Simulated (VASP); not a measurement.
H7C2F: single point with PBE+D3(BJ)

The system is H7C2F.

```
C H F
1.0
     7.23043    0.00000    0.00000
     0.00000    7.23043    0.00000
     0.00000    0.00000    7.23043
C H F
6 21 3
Direct
  0.57509 0.98572 0.68023
  0.44485 0.93008 0.52312
  0.05013 0.06887 0.06146
  0.17456 0.89787 0.05546
  0.44281 0.43030 0.23901
  0.46229 0.44084 0.02877
  0.62785 0.86378 0.75517
  0.68974 0.07418 0.63088
  0.50430 0.07025 0.78501
  0.38306 0.05253 0.45789
  0.51796 0.85223 0.41492
  0.33154 0.84232 0.57364
  0.08656 0.16561 0.94924
  0.90385 0.03112 0.04484
  0.06442 0.13960 0.19567
  0.13854 0.80067 0.16620
  0.15895 0.82423 0.92355
  0.32116 0.93498 0.07129
  0.43659 0.56879 0.30049
  0.31547 0.35798 0.27970
  0.56034 0.35813 0.30253
  0.46249 0.30231 0.96659
  0.34790 0.51888 0.96629
  0.59247 0.50786 0.98863
  0.84775 0.54694 0.59984
  0.98337 0.37432 0.08961
  0.83496 0.86618 0.62214
  0.80336 0.42529 0.61957
  0.95383 0.49575 0.12535
  0.92499 0.77724 0.58472
```

```
Program             : VASP 6.6.1
Task                : single point
Functional          : PBE
Dispersion          : D3(BJ)
Potentials or basis : VASP PAW PBE potentials, release 64 (C_h, H_h, F_h)
Cutoff              : 1010 eV
k mesh              : 1 × 1 × 1
Occupations         : fermi-dirac, width 0.02 eV
Spin                : no spin polarisation
```

```
Pressure                   : -0.4 GPa
Largest force              : 0.253 eV/Å
Dispersion energy per atom : -0.028 eV
```

Forces in eV/Å, atoms in the order of the input:
```
C   -0.089  0.057  0.014
C    0.039  0.020 -0.007
C    0.019 -0.033  0.031
C   -0.026  0.034 -0.033
C   -0.013 -0.003  0.005
C    0.009  0.021  0.006
H   -0.036 -0.014  0.015
H    0.003 -0.011 -0.027
H    0.061 -0.060 -0.044
H    0.036 -0.016  0.032
H   -0.017  0.032  0.031
H    0.019  0.017  0.013
H   -0.016  0.010  0.001
H   -0.021  0.003 -0.001
H   -0.006 -0.008 -0.001
H   -0.007  0.000 -0.001
H   -0.001  0.007  0.001
H   -0.008  0.009  0.006
H   -0.001 -0.001  0.000
H    0.002  0.005 -0.009
H    0.006 -0.007 -0.002
H   -0.001 -0.006 -0.010
H    0.002 -0.007  0.001
H    0.001 -0.006  0.002
H    0.014 -0.029  0.002
H   -0.013  0.056  0.025
H    0.110 -0.217 -0.067
F    0.032  0.035  0.002
F    0.014 -0.036 -0.037
F   -0.113  0.148  0.053
```

Stress tensor (GPa, compression positive):
```
-0.38  0.04 -0.03
 0.04 -0.45  0.05
-0.03  0.05 -0.38
```

Levels at points of the mesh, in eV from the Fermi level:
```tsv
k point	band 29	band 30	band 31	band 32	band 33	band 34	band 35	band 36	band 37	band 38
(0.00, 0.00, 0.00)	-1.48	-1.22	-1.14	-0.75	-0.59	5.62	7.49	7.67	7.86	7.97
```

Wall time 3.1 min on 1 thread of AMD EPYC 7R43 64-Core Processor (Zen 3), on a shared host, peak memory 0.9 GiB.

Caveat: the k points lie up to 0.87 Å⁻¹ apart, too coarse for converged energies, forces and pressures.
